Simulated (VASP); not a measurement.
Set up this calculation in VASP 6.6.1, as the native input.

| Quantity | Value |
| --- | --- |
| Task | single point |
| Functional | PBE |
| Potentials or basis | VASP PAW PBE potentials, release 64 (H, Mo_sv) |
| Cutoff | 520 eV |
| k mesh | 6 × 6 × 6 |
| Occupations | gaussian, width 0.1 eV |
| Spin | no spin polarisation |
| Dipole correction | no |
| Further INCAR settings | ALGO = Normal; EDIFF = 1e-06; NBANDS = 16 |

The structure of MoH3 lies in POSCAR:

```
MoH3
1.0
    2.9069523188      0.0000000000      0.0000000000
    0.0000000000      2.9069523188      0.0000000000
    0.0000000000      0.0000000000      2.9069523188
H Mo
3 1
Direct
    0.0000000000      0.5000000000      0.5000000000
    0.5000000000      0.0000000000      0.5000000000
    0.5000000000      0.5000000000      0.0000000000
    0.0000000000      0.0000000000      0.0000000000
```

One way to write it, as run:

INCAR

```
SYSTEM = MoH3
PREC = Accurate
ENCUT = 520
EDIFF = 1E-6
ISMEAR = 0
SIGMA = 0.1
LREAL = .False.
LASPH = .True.
NELM = 60
ALGO = Normal
ISIF = 2
LWAVE = .False.
LCHARG = .False.
GGA = PE
NBANDS = 16
```

KPOINTS

```
regular mesh
0
Gamma
  6 6 6
  0 0 0
```

Potentials or basis: VASP PAW PBE potentials, release 64 (H, Mo_sv).

The run is started by

```console
$ cat potpaw_PBE.64/H/POTCAR potpaw_PBE.64/Mo_sv/POTCAR > POTCAR
$ mpirun -np 1 vasp_std > vasp.out
```

Results of the run:

```yaml
Pressure: 0.0 GPa
```

Caveat: the k points lie up to 0.36 Å⁻¹ apart.

Wall time 12 s on 1 thread of Intel(R) Xeon(R) Platinum 8259CL CPU @ 2.50GHz (Skylake/Cascade Lake) (shared host), peak memory 0.14 GiB.
